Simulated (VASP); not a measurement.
# WC (Fm-3m) in VASP: further runs, part 2 of 3

VASP 6.6.1.

## Step 3: Single point, PBE

Contents of INCAR:

```
SYSTEM = WC
ALGO = Normal ; EDIFF = 1E-6
ENCUT = 520 ; GGA = PE
ISIF = 2 ; ISMEAR = 0
LASPH = .TRUE. ; LCHARG = .FALSE.
LREAL = .FALSE. ; LWAVE = .FALSE.
NBANDS = 16 ; NELM = 80
PREC = Accurate ; SIGMA = 0.023
```

Contents of KPOINTS:

```
k-points
0
G
  10 10 10
  0 0 0
```

Contents of POSCAR:

```
WC
1.0
    0.0000000000      2.1926840000      2.1926840000
    2.1926840000      0.0000000000      2.1926840000
    2.1926840000      2.1926840000      0.0000000000
W C
1 1
Direct
    0.0000000000      0.0000000000      0.0000000000
    0.5000000000      0.5000000000      0.5000000000
```

Potentials or basis: VASP PAW PBE potentials, release 64 (W_sv, C).

On the command line:

```sh
> cat potpaw_PBE.64/W_sv/POTCAR potpaw_PBE.64/C/POTCAR > POTCAR
> mpirun -np 1 vasp_std > vasp.out
```

OUTCAR:

```text
SYSTEM = WC
   EDIFF = 1E-6
   ENCUT = 520
   GGA = PE
   ISIF = 2
   ISMEAR = 0
   LASPH = .TRUE.
   LREAL = .FALSE.
   NELM = 80
   PREC = Accurate

 ion  position               nearest neighbor table
   1  0.000  0.000  0.000-   2 2.19   2 2.19   2 2.19   2 2.19   2 2.19   2 2.19
   2  0.500  0.500  0.500-   1 2.19   1 2.19   1 2.19   1 2.19   1 2.19   1 2.19

  LATTYP: Found a face centered cubic cell.
 ALAT       =     4.3853680000

  Lattice vectors:

 A1 = (   0.0000000000,   2.1926840000,   2.1926840000)
 A2 = (   2.1926840000,   0.0000000000,   2.1926840000)
 A3 = (   2.1926840000,   2.1926840000,   0.0000000000)

Analysis of symmetry for initial positions (statically):
=====================================================================
 Subroutine PRICEL returns:
 Original cell was already a primitive cell.

 Routine SETGRP: Setting up the symmetry group for a
 face centered cubic supercell.

 Subroutine GETGRP returns: Found 48 space group operations
 (whereof 48 operations were pure point group operations)
 out of a pool of 48 trial point group operations.

The static configuration has the point symmetry O_h .

Analysis of symmetry for dynamics (positions and initial velocities):
=====================================================================
 Subroutine PRICEL returns:
 Original cell was already a primitive cell.

 Routine SETGRP: Setting up the symmetry group for a
 face centered cubic supercell.

 Subroutine GETGRP returns: Found 48 space group operations
 (whereof 48 operations were pure point group operations)
 out of a pool of 48 trial point group operations.

The dynamic configuration has the point symmetry O_h .

 Subroutine INISYM returns: Found 48 space group operations
 (whereof 48 operations are pure point group operations),
 and found     1 'primitive' translations

----------------------------------------------------------------------------------------

                                     Primitive cell

  volume of cell :      21.0842

  direct lattice vectors                    reciprocal lattice vectors
     0.000000000  2.192684000  2.192684000    -0.228031034  0.228031034  0.228031034
     2.192684000  0.000000000  2.192684000     0.228031034 -0.228031034  0.228031034
     2.192684000  2.192684000  0.000000000     0.228031034  0.228031034 -0.228031034

  length of vectors
     3.100923451  3.100923451  3.100923451     0.394961337  0.394961337  0.394961337

  position of ions in fractional coordinates (direct lattice)
     0.000000000  0.000000000  0.000000000
     0.500000000  0.500000000  0.500000000

  ion indices of the primitive-cell ions
   primitive index   ion index
                 1           1
                 2           2

----------------------------------------------------------------------------------------

 KPOINTS: k-points

Automatic generation of k-mesh.
 Grid dimensions read from file:
 generate k-points for:   10   10   10

 Generating k-lattice:

  Cartesian coordinates                     Fractional coordinates (reciprocal lattice)
    -0.022803103  0.022803103  0.022803103     0.100000000  0.000000000  0.000000000
     0.022803103 -0.022803103  0.022803103     0.000000000  0.100000000  0.000000000
     0.022803103  0.022803103 -0.022803103     0.000000000  0.000000000  0.100000000

  Length of vectors
     0.039496134  0.039496134  0.039496134

  Shift w.r.t. Gamma in fractional coordinates (k-lattice)
     0.000000000  0.000000000  0.000000000

 Subroutine IBZKPT returns following result:
 ===========================================

 Found     47 irreducible k-points:

 Following reciprocal coordinates:
            Coordinates               Weight
  0.000000  0.000000  0.000000      1.000000
  0.100000  0.000000  0.000000      8.000000
  0.200000  0.000000  0.000000      8.000000
  0.300000  0.000000  0.000000      8.000000
  0.400000  0.000000  0.000000      8.000000
  0.500000  0.000000  0.000000      4.000000
[... 16 lines left out ...]
  0.300000  0.300000  0.000000      6.000000
  0.400000  0.300000  0.000000     24.000000
 [... further k-points ...]
   k-points           NKPTS =     47   k-points in BZ     NKDIM =     47   number of bands    NBANDS=     16
   number of dos      NEDOS =    301   number of ions     NIONS =      2
   total plane-waves  NPLWV =  13824
   dimension x,y,z NGX =    24 NGY =   24 NGZ =   24
   dimension x,y,z NGXF=    48 NGYF=   48 NGZF=   48
   ions per type =               1   1
   NGX,Y,Z   is equivalent  to a cutoff of  12.87, 12.87, 12.87 a.u.
   NGXF,Y,Z  is equivalent  to a cutoff of  25.73, 25.73, 25.73 a.u.
 SYSTEM =  WC
   PREC   = accura    normal or accurate (medium, high low for compatibility)
   ISTART =      0    job   : 0-new  1-cont  2-samecut
   ICHARG =      2    charge: 1-file 2-atom 10-const
   ISPIN  =      1    spin polarized calculation?
   LNONCOLLINEAR =      F non collinear calculations
   LSORBIT =      F    spin-orbit coupling
   LASPH  =      T    aspherical Exc in radial PAW
   ENCUT  =  520.0 eV  38.22 Ry    6.18 a.u.   5.77  5.77  5.77*2*pi/ulx,y,z
   NELM   =     80;   NELMIN=  2; NELMDL= -5     # of ELM steps
   EDIFF  = 0.1E-05   stopping-criterion for ELM
   LREAL  =      F    real-space projection
   EDIFFG = 0.1E-04   stopping-criterion for IOM
   NSW    =      0    number of steps for IOM
   IBRION =     -1    ionic relax: 0-MD 1-quasi-New 2-CG
   NFREE  =      0    steps in history (QN), initial steepest desc. (CG)
   ISIF   =      2    stress and relaxation
   ISYM   =      2    0-nonsym 1-usesym 2-fastsym
   POTIM  = 0.5000    time-step for ionic-motion
   TEBEG  =    0.0;   TEEND  =   0.0 temperature during run
   PSTRESS=    0.0 pullay stress
   NELECT =      18.0000    total number of electrons
   NUPDOWN=      -1.0000    fix difference up-down
   EMIN   =  10.00;   EMAX   =-10.00  energy-range for DOS
   EFERMI =   0.00;   METHOD = LEGACY
   ISMEAR =     0;   SIGMA  =   0.02  broadening in eV -4-tet -1-fermi 0-gaus
   EFERMI_NEDOS =   21; number of points for ismear=-14 and -15
   IALGO  =     38    algorithm
   IMIX   =      4    mixing-type and parameters
     AMIX     =   0.40;   BMIX     =  1.00
     AMIX_MAG =   1.60;   BMIX_MAG =  1.00
  volume/ion in A,a.u.               =      10.54        71.14
  Fermi-wavevector in a.u.,A,eV,Ry     =   1.553029  2.934800 32.815887  2.411900
  Thomas-Fermi vector in A             =   2.657319
   LORBIT       =      0    0 simple, 1 ext, 2 COOP (PROOUT), +10 PAW based schemes
   GGA     = PE    functional components
   LHFCALC =     F    Hartree Fock is set to
   AEXX    =    0.0000 exact exchange contribution
   IVDW    =     0    specifies the selected vdW correction
   LEPSILON=     F    determine dielectric tensor
   LRPA    =     F    only Hartree local field effects (RPA)
 non-spin polarized calculation
 Gauss-broadening in eV      SIGMA  =   0.02
  energy-cutoff  :      520.00
  volume of cell :       21.08
 maximum number of plane-waves:       588
   NGX = 11   NGY = 11   NGZ = 11

 number of electron      18.0000001 magnetization

 Free energy of the ion-electron system (eV)
  ---------------------------------------------------
  ext. energy  EPLUGINS =         0.00000000
  ---------------------------------------------------
  free energy    TOTEN  =       -21.56822414 eV

  energy without entropy =      -21.56760852  energy(sigma->0) =      -21.56791633

 E-fermi :  12.4906     XC(G=0): -13.7146

 val. band max:       12.3569517940   @ k =   0.3000   0.2000   0.1000
 cond. band min:      12.4923292505   @ k =  -0.1000   0.1000   0.0000
 fundamental gap:      0.1353774566
 Fermi energy:        12.4906344278

 k-point     1 :       0.0000    0.0000    0.0000
  band No.  band energies     occupation
      1     -63.0346      2.00000
      2     -27.0286      2.00000
      3     -27.0286      2.00000
      4     -27.0286      2.00000
      5      -3.4028      2.00000
      6       9.6593      2.00000
[... 8 lines left out ...]
     15      22.0846      0.00000
     16      35.5827      0.00000

 k-point     2 :       0.1000    0.0000    0.0000
  band No.  band energies     occupation
      1     -63.0312      2.00000
      2     -27.0869      2.00000
      3     -27.0349      2.00000
      4     -27.0349      2.00000
      5      -3.1242      2.00000
      6       8.7441      2.00000
[... 8 lines left out ...]
     15      22.7287      0.00000
     16      33.0051      0.00000
[... 387 lines left out ...]
      5      -1.2797      2.00000
      6       5.2173      2.00000
[... 8 lines left out ...]
     15      24.9450      0.00000
     16      27.8742      0.00000

 k-point    24 :       0.4000    0.3000    0.0000
  band No.  band energies     occupation
      1     -62.9952      2.00000
      2     -27.4579      2.00000
      3     -27.2051      2.00000
      4     -27.1874      2.00000
      5      -0.9614      2.00000
      6       5.3425      2.00000
[... 8 lines left out ...]
     15      24.1318      0.00000
     16      27.7972      0.00000

 [... further k-points ...]
[... 5 lines left out ...]
  --------------------------------------------------------------------------------------
  -------------------------------------------------------------------------------------
  Total       -0.0842642     -0.0842642     -0.0842642      0.0000000     -0.0000000      0.0000000
  in kB       -6.4031740     -6.4031740     -6.4031740      0.0000000     -0.0000000      0.0000000
  external PRESSURE =      -6.4031740 kB  Pullay stress =       0.0000000 kB

 VOLUME and BASIS-vectors are now :
 -----------------------------------------------------------------------------
  energy-cutoff  :      520.00
  volume of cell :       21.08
      direct lattice vectors                 reciprocal lattice vectors
     0.000000000  2.192684000  2.192684000    -0.228031034  0.228031034  0.228031034
     2.192684000  0.000000000  2.192684000     0.228031034 -0.228031034  0.228031034
     2.192684000  2.192684000  0.000000000     0.228031034  0.228031034 -0.228031034

 POSITION                                       TOTAL-FORCE (eV/Angst)
 -----------------------------------------------------------------------------------
      0.00000      0.00000      0.00000        -0.000000      0.000000      0.000000
      2.19268      2.19268      2.19268         0.000000     -0.000000     -0.000000
 -----------------------------------------------------------------------------------
    total drift:                                0.000000     -0.000000     -0.000000

  FREE ENERGIE OF THE ION-ELECTRON SYSTEM (eV)
  ---------------------------------------------------
  free  energy   TOTEN  =       -21.5682241403 eV

  energy  without entropy=      -21.5676085231  energy(sigma->0) =      -21.56791633
```

OSZICAR:

```text
N       E                     dE             d eps       ncg     rms          rms(c)
DAV:   1     0.112764007501E+03    0.11276E+03   -0.92600E+03  1504   0.124E+03
DAV:   2    -0.215943868206E+02   -0.13436E+03   -0.12953E+03  1816   0.341E+02
DAV:   3    -0.250405285839E+02   -0.34461E+01   -0.34232E+01  1672   0.510E+01
DAV:   4    -0.250586566538E+02   -0.18128E-01   -0.18127E-01  1912   0.418E+00
DAV:   5    -0.250587853410E+02   -0.12869E-03   -0.12869E-03  1672   0.339E-01    0.307E+01
DAV:   6    -0.216770800087E+02    0.33817E+01   -0.86491E+00  1824   0.277E+01    0.770E+00
DAV:   7    -0.215970633839E+02    0.80017E-01   -0.49936E-01  1528   0.565E+00    0.635E+00
DAV:   8    -0.215699957228E+02    0.27068E-01   -0.76100E-02  1680   0.243E+00    0.141E+00
DAV:   9    -0.215682897976E+02    0.17059E-02   -0.34661E-03  1608   0.585E-01    0.124E-01
DAV:  10    -0.215682483139E+02    0.41484E-04   -0.46817E-04  1816   0.205E-01    0.394E-02
DAV:  11    -0.215682332748E+02    0.15039E-04   -0.10901E-04  1744   0.760E-02    0.349E-02
DAV:  12    -0.215682245299E+02    0.87449E-05   -0.20178E-05  1736   0.332E-02    0.820E-03
DAV:  13    -0.215682241403E+02    0.38960E-06   -0.11747E-06  1144   0.822E-03
   1 F= -.21568224E+02 E0= -.21567916E+02  d E =-.615617E-03
```

stdout:

```text
POSCAR found type information on POSCAR W C
 POSCAR found :  2 types and       2 ions
 scaLAPACK will be used
 LDA part: xc-table for (Slater+PW92), standard interpolation
 POSCAR, INCAR and KPOINTS ok, starting setup
 FFT: planning ... GRIDC
 FFT: planning ... GRID_SOFT
 FFT: planning ... GRID
 WAVECAR not read
 entering main loop
```

It took 7.4 s on 1 thread of Intel Xeon Platinum 8559C (Emerald Rapids), shared host; peak memory 0.15 GiB.

Results:

- Free energy: -21.5682 eV
- Pressure: -0.6 GPa
- Band gap on the k mesh: zero (band 9 reaches 13.45 eV, above the bottom of band 10 at 10.27 eV)

Caveat: spin-orbit coupling is left out, which moves the levels of the heavy elements.

(Continued in part 3 of 3.)
